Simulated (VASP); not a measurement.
Wanted: the native input for a VASP 6.6.1 run.

```yaml
Task: single point
Functional: PBE
Potentials_or_basis: VASP PAW PBE potentials, release 64 (Ga_d, Sb)
Cutoff: 500 eV
k_mesh: 6 × 6 × 6
Occupations: gaussian, width 0.05 eV
Spin: no spin polarisation
Dipole_correction: no
Further_INCAR_settings: ALGO = Normal; EDIFF = 1e-06; NBANDS = 16
```

The structure of GaSb lies in POSCAR:

```
GaSb
1.0
    0.0000000000      3.0623042064      3.0623042064
    3.0623042064      0.0000000000      3.0623042064
    3.0623042064      3.0623042064      0.0000000000
Ga Sb
1 1
Direct
    0.0000000000      0.0000000000      0.0000000000
    0.2500000000      0.2500000000      0.2500000000
```

These files were run (other wordings do the same):

INCAR

```
SYSTEM = GaSb
ALGO     = Normal         ! electronic algorithm
EDIFF    = 1E-6           ! SCF threshold, eV
ENCUT    = 500            ! plane-wave cutoff, eV
GGA      = PE             ! functional
GGA_COMPAT= .False.      
ISIF     = 2              ! what is computed and relaxed
ISMEAR   = 0              ! smearing method
LASPH    = .True.         ! aspherical terms in the spheres
LCHARG   = .True.         ! write CHGCAR
LELF     = .True.         ! ELF
LREAL    = .False.        ! projectors in reciprocal space
LVHAR    = .True.       
LWAVE    = .False.        ! write WAVECAR
NBANDS   = 16             ! bands
NELM     = 120            ! most SCF steps
PREC     = Accurate       ! precision mode
SIGMA    = 0.05           ! smearing width, eV
```

KPOINTS

```
k-points
0
Gamma
  6 6 6
  0 0 0
```

Potentials or basis: VASP PAW PBE potentials, release 64 (Ga_d, Sb).

Launch:

```sh
$ cat potpaw_PBE.64/Ga_d/POTCAR potpaw_PBE.64/Sb/POTCAR > POTCAR
$ mpirun -np 1 vasp_std > vasp.out
```

It gave:

```yaml
Pressure: 2.3 GPa
```

Run time: 18 s on 1 thread of AMD EPYC 9R14 (Zen 4), with other jobs on the host, peak memory 0.14 GiB.
